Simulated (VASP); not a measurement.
# Rh (Fd-3m) in VASP: a series of runs

Rh is run at these levels: RPBE; tasks: relaxation of cell and atoms, single point.

All numbers are computed with VASP 6.6.1; they aren't measurements. Logs are shortened: lines on timing, memory, paths and dates and some standing lists are left out, and cuts for length are marked.

### Step 1. The cell of the first run

It takes space group Fd-3m (No. 227, cubic). Conventional cell: a = 5.296 Å, b = 5.296 Å, c = 5.296 Å, α = 90.00°, β = 90.00°, γ = 90.00°. Within 3.0 Å of Rh (site symmetry -43m) lie 4 Rh at 2.29 Å.

This isn't the form of Rh at room conditions, which is fcc.

### Step 2. Relaxation of cell and atoms, RPBE

INCAR reads:

```
SYSTEM = Rh
PREC = Accurate ; ENCUT = 600
EDIFF = 1E-7 ; ISMEAR = -1
SIGMA = 0.1 ; LREAL = .FALSE.
LASPH = .TRUE. ; NELM = 80
ALGO = Normal ; ISIF = 3
LWAVE = .FALSE. ; LCHARG = .FALSE.
GGA = RP ; IBRION = 2
NSW = 80 ; EDIFFG = -0.01
```

KPOINTS reads:

```
regular mesh
0
G
  10 10 10
  0 0 0
```

POSCAR reads:

```
Rh
1.0
    0.0000000000      2.6478639740      2.6478639740
    2.6478639740      0.0000000000      2.6478639740
    2.6478639740      2.6478639740      0.0000000000
Rh
2
Direct
    0.1250000000      0.1250000000      0.1250000000
    0.8750000000      0.8750000000      0.8750000000
```

Potentials or basis: VASP PAW PBE potentials, release 64 (Rh_pv).

Command:

```sh
$ cat potpaw_PBE.64/Rh_pv/POTCAR > POTCAR
$ mpirun -np 1 vasp_std > vasp.out
```

OUTCAR:

```text
SYSTEM = Rh
   PREC = Accurate
   ENCUT = 600
   EDIFF = 1E-7
   ISMEAR = -1
   LREAL = .FALSE.
   LASPH = .TRUE.
   NELM = 80
   ISIF = 3
   GGA = RP
   IBRION = 2
   NSW = 80
   EDIFFG = -0.01

 ion  position               nearest neighbor table
   1  0.125  0.125  0.125-   2 2.29   2 2.29   2 2.29   2 2.29
   2  0.875  0.875  0.875-   1 2.29   1 2.29   1 2.29   1 2.29

  LATTYP: Found a face centered cubic cell.
 ALAT       =     5.2957279480

  Lattice vectors:

 A1 = (   0.0000000000,   2.6478639740,   2.6478639740)
 A2 = (   2.6478639740,   0.0000000000,   2.6478639740)
 A3 = (   2.6478639740,   2.6478639740,   0.0000000000)

Analysis of symmetry for initial positions (statically):
=====================================================================
 Subroutine PRICEL returns:
 Original cell was already a primitive cell.

 Routine SETGRP: Setting up the symmetry group for a
 face centered cubic supercell.

 Subroutine GETGRP returns: Found 48 space group operations
 (whereof 12 operations were pure point group operations)
 out of a pool of 48 trial point group operations.

The static configuration has the point symmetry D_3d.
 The point group associated with its full space group is O_h .

Analysis of symmetry for dynamics (positions and initial velocities):
=====================================================================
 Subroutine PRICEL returns:
 Original cell was already a primitive cell.

 Routine SETGRP: Setting up the symmetry group for a
 face centered cubic supercell.

 Subroutine GETGRP returns: Found 48 space group operations
 (whereof 12 operations were pure point group operations)
 out of a pool of 48 trial point group operations.

The dynamic configuration has the point symmetry D_3d.
 The point group associated with its full space group is O_h .

 Subroutine INISYM returns: Found 48 space group operations
 (whereof 12 operations are pure point group operations),
 and found     1 'primitive' translations

----------------------------------------------------------------------------------------

                                     Primitive cell

  volume of cell :      37.1293

  direct lattice vectors                    reciprocal lattice vectors
     0.000000000  2.647863974  2.647863974    -0.188831452  0.188831452  0.188831452
     2.647863974  0.000000000  2.647863974     0.188831452 -0.188831452  0.188831452
     2.647863974  2.647863974  0.000000000     0.188831452  0.188831452 -0.188831452

  length of vectors
     3.744645143  3.744645143  3.744645143     0.327065670  0.327065670  0.327065670

  position of ions in fractional coordinates (direct lattice)
[... 87 lines left out ...]
   POTIM  = 0.5000    time-step for ionic-motion
   TEBEG  =    0.0;   TEEND  =   0.0 temperature during run
   PSTRESS=    0.0 pullay stress
   NELECT =      30.0000    total number of electrons
   NUPDOWN=      -1.0000    fix difference up-down
   EMIN   =  10.00;   EMAX   =-10.00  energy-range for DOS
   EFERMI =   0.00;   METHOD = LEGACY
   ISMEAR =    -1;   SIGMA  =   0.10  broadening in eV -4-tet -1-fermi 0-gaus
   EFERMI_NEDOS =   21; number of points for ismear=-14 and -15
   IALGO  =     38    algorithm
   IMIX   =      4    mixing-type and parameters
     AMIX     =   0.40;   BMIX     =  1.00
     AMIX_MAG =   1.60;   BMIX_MAG =  1.00
  volume/ion in A,a.u.               =      18.56       125.28
  Fermi-wavevector in a.u.,A,eV,Ry     =   1.524788  2.881432 31.633269  2.324980
  Thomas-Fermi vector in A             =   2.633047
   LORBIT       =      0    0 simple, 1 ext, 2 COOP (PROOUT), +10 PAW based schemes
   GGA     = RP    functional components
   LHFCALC =     F    Hartree Fock is set to
   AEXX    =    0.0000 exact exchange contribution
   IVDW    =     0    specifies the selected vdW correction
   LEPSILON=     F    determine dielectric tensor
   LRPA    =     F    only Hartree local field effects (RPA)
 conjugate gradient relaxation of ions
 non-spin polarized calculation
  energy-cutoff  :      600.00
  volume of cell :       37.13
 maximum number of plane-waves:      1266
 NGX is ok and might be reduce to    30
   NGX = 15   NGY = 15   NGZ = 15

--------------------------------------- Ionic step        1  -------------------------------------------

 number of electron      30.0000012 magnetization

 Free energy of the ion-electron system (eV)
  ---------------------------------------------------
  ext. energy  EPLUGINS =         0.00000000
  ---------------------------------------------------
  free energy    TOTEN  =       -10.83242931 eV

  energy without entropy =      -10.74195448  energy(sigma->0) =      -10.78719189

------------------------ aborting loop because EDIFF is reached ----------------------------------------

  FORCE on cell =-STRESS in cart. coord.  units (eV):
  Direction    XX          YY          ZZ          XY          YZ          ZX
  --------------------------------------------------------------------------------------
  -------------------------------------------------------------------------------------
  Total        5.7611048      5.7611048      5.7611048      0.0000000      0.0000000      0.0000000
  in kB      248.5989838    248.5989838    248.5989838      0.0000000      0.0000000      0.0000000
  external PRESSURE =     248.5989838 kB  Pullay stress =       0.0000000 kB
[... 23 lines left out ...]
--------------------------------------- Ionic step        2  -------------------------------------------

 number of electron      29.9999997 magnetization

 E-fermi :   3.5951     XC(G=0):  -9.4731

 val. band max:        3.5911442718   @ k =   0.5000   0.0000   0.0000
 cond. band min:       3.6030071003   @ k =   0.5000   0.1000   0.0000
 fundamental gap:      0.0118628285
 Fermi energy:         3.5950900814

 k-point     1 :       0.0000    0.0000    0.0000
  band No.  band energies     occupation
      1     -42.6249      2.00000
      2     -42.6249      2.00000
      3     -42.6249      2.00000
      4     -42.3571      2.00000
      5     -42.3571      2.00000
      6     -42.3571      2.00000
[... 662 lines left out ...]
--------------------------------------- Ionic step        6  -------------------------------------------

 number of electron      30.0000007 magnetization

 Free energy of the ion-electron system (eV)
  ---------------------------------------------------
  ext. energy  EPLUGINS =         0.00000000
  ---------------------------------------------------
  free energy    TOTEN  =       -11.22818673 eV

  energy without entropy =      -11.11361800  energy(sigma->0) =      -11.17090236

 E-fermi :   6.1474     XC(G=0): -10.8185

 val. band max:        6.1370667055   @ k =   0.5000   0.3000   0.1000
 cond. band min:       6.1495107630   @ k =   0.4000   0.4000   0.0000
 fundamental gap:      0.0124440576
 Fermi energy:         6.1474136834

 k-point     1 :       0.0000    0.0000    0.0000
  band No.  band energies     occupation
      1     -40.8423      2.00000
      2     -40.8423      2.00000
      3     -40.8423      2.00000
      4     -40.2795      2.00000
      5     -40.2795      2.00000
      6     -40.2795      2.00000
[... 548 lines left out ...]
  FREE ENERGIE OF THE ION-ELECTRON SYSTEM (eV)
  ---------------------------------------------------
  free  energy   TOTEN  =       -11.2281867306 eV

  energy  without entropy=      -11.1136179989  energy(sigma->0) =      -11.17090236

 reached required accuracy - stopping structural energy minimisation
```

OSZICAR:

```text
N       E                     dE             d eps       ncg     rms          rms(c)
DAV:   1     0.345586921534E+03    0.34559E+03   -0.21092E+04  1786   0.192E+03
DAV:   2    -0.300518643166E+01   -0.34859E+03   -0.33881E+03  1876   0.533E+02
DAV:   3    -0.111583967290E+02   -0.81532E+01   -0.78544E+01  2008   0.887E+01
[... 52 lines left out ...]
DAV:   6    -0.112281864842E+02    0.72817E-06   -0.46821E-07  1843   0.726E-03    0.409E-04
DAV:   7    -0.112281865211E+02   -0.36908E-07   -0.20014E-08   893   0.149E-03
   5 F= -.11228187E+02 E0= -.11170902E+02  d E =-.395757E+00
       N       E                     dE             d eps       ncg     rms          rms(c)
DAV:   1    -0.112281867119E+02   -0.22774E-06   -0.26173E-07   893   0.614E-03    0.971E-04
DAV:   2    -0.112281867306E+02   -0.18670E-07   -0.81220E-08   893   0.295E-03
   6 F= -.11228187E+02 E0= -.11170902E+02  d E =-.209507E-06
```

CONTCAR:

```text
Rh
   1.00000000000000
     0.0000000000000000    2.7813418613359731    2.7813418613359731
     2.7813418613359731    0.0000000000000000    2.7813418613359731
     2.7813418613359731    2.7813418613359731    0.0000000000000000
  Rh
     2
Direct
     0.1250000000000000    0.1250000000000000    0.1250000000000000
     0.8750000000000000    0.8750000000000000    0.8750000000000000

  0.00000000E+00  0.00000000E+00  0.00000000E+00
  0.00000000E+00  0.00000000E+00  0.00000000E+00
```

Run time: 3.3 min. Hardware: 1 thread of Intel Xeon 8259CL, shared host; peak memory 0.19 GiB.

Results:

```yaml
Free_energy: -11.2282 eV
Relaxed_volume: 21.52 Å³/atom
Relaxed_cell: a = 3.933 Å, b = 3.933 Å, c = 3.933 Å, α = 60.00°, β = 60.00°, γ = 60.00°
Space_group_after_relaxing_to_0.1_Å: Fd-3m (No. 227)
Energy_gained_by_relaxing: 197.9 meV/atom
Ionic_steps: 6
Pressure_after_relaxing: 0.1 GPa
Band_gap_on_the_k_mesh: zero (bands 15 and 16 overlap by 1.12 eV)
```

Step by step:
| step | energy change (eV) | largest force (eV/Å) | pressure (GPa) | volume (Å³) |
| --- | --- | --- | --- | --- |
| 1 | 0.0000 | 0.0000 | 24.86 | 37.13 |
| 2 | 0.2949 | 0.0000 | -14.45 | 54.86 |
| 3 | -0.3942 | 0.0000 | -1.11 | 43.49 |
| 4 | -0.3957 | 0.0000 | -0.25 | 43.16 |
| 5 | -0.3958 | 0.0000 | 0.08 | 43.03 |
| 6 | -0.3958 | 0.0000 | 0.07 | 43.03 |

Final structure:
```yaml
crystal:
  lattice:
    - [0.00000, 2.78134, 2.78134]
    - [2.78134, 0.00000, 2.78134]
    - [2.78134, 2.78134, 0.00000]
  atoms:
    - { symbol: Rh, position: [0.12500, 0.12500, 0.12500] }
    - { symbol: Rh, position: [0.87500, 0.87500, 0.87500] }
```

Levels at points of the mesh, in eV from the Fermi level:
```csv
k point,band 12,band 13,band 14,band 15,band 16,band 17,band 18,band 19
"(0.00, 0.00, 0.00)",-3.75,-1.36,-1.36,-1.36,0.33,0.33,12.55,12.55
"(0.50, 0.00, 0.00)",-3.53,-0.89,-0.89,-0.57,0.04,0.04,1.80,9.26
"(0.50, 0.50, 0.00)",-2.11,-2.01,-2.01,0.28,0.28,2.28,2.28,4.76
```

Caveat: the volume moved by over 15 % at a fixed basis, so the end points are rough; the PAW data sets were made with another functional, which shifts forces and pressure a little.

### Step 3. Single point, RPBE

This run uses another cell than the first one, of 21.52 Å³/atom.

INCAR reads:

```
PREC = Accurate ; ENCUT = 520
EDIFF = 1E-6 ; ISMEAR = -1
SIGMA = 0.1 ; LREAL = False
LASPH = True ; NELM = 60
ALGO = Normal ; ISIF = 2
LWAVE = False ; LCHARG = False
GGA = RP ; NBANDS = 22
```

KPOINTS reads:

```
regular mesh
0
Gamma
  16 16 16
```

POSCAR reads:

```
Rh
1.0
    0.0000000000      2.7813268490      2.7813268490
    2.7813268490      0.0000000000      2.7813268490
    2.7813268490      2.7813268490      0.0000000000
Rh
2
Direct
    0.1250000000      0.1250000000      0.1250000000
    0.8750000000      0.8750000000      0.8750000000
```

Potentials or basis: VASP PAW PBE potentials, release 64 (Rh_pv).

Command:

```sh
$ cat potpaw_PBE.64/Rh_pv/POTCAR > POTCAR
$ mpirun -np 1 vasp_std > vasp.out
```

Run time: 2.1 min. Hardware: 1 thread of Intel Xeon 8259CL, shared host; peak memory 0.24 GiB.

The run converged. Its results:

```
Free energy            : -11.2336 eV
Pressure               : 0.0 GPa
Band gap on the k mesh : zero (bands 15 and 16 overlap by 1.10 eV)
```

Levels at points of the mesh, in eV from the Fermi level:
```csv
k point,band 11,band 12,band 13,band 14,band 15,band 16,band 17,band 18,band 19,band 20
"(0.00, 0.00, 0.00)",-3.75,-3.75,-1.36,-1.36,-1.36,0.33,0.33,12.47,12.56,12.56
"(0.50, 0.00, 0.00)",-3.75,-3.53,-0.89,-0.89,-0.56,0.04,0.04,1.80,9.26,9.26
"(0.50, 0.50, 0.00)",-2.10,-2.10,-2.01,-2.01,0.28,0.28,2.28,2.28,4.77,4.77
```

Caveat: the PAW data sets were made with another functional, which shifts forces and pressure a little.
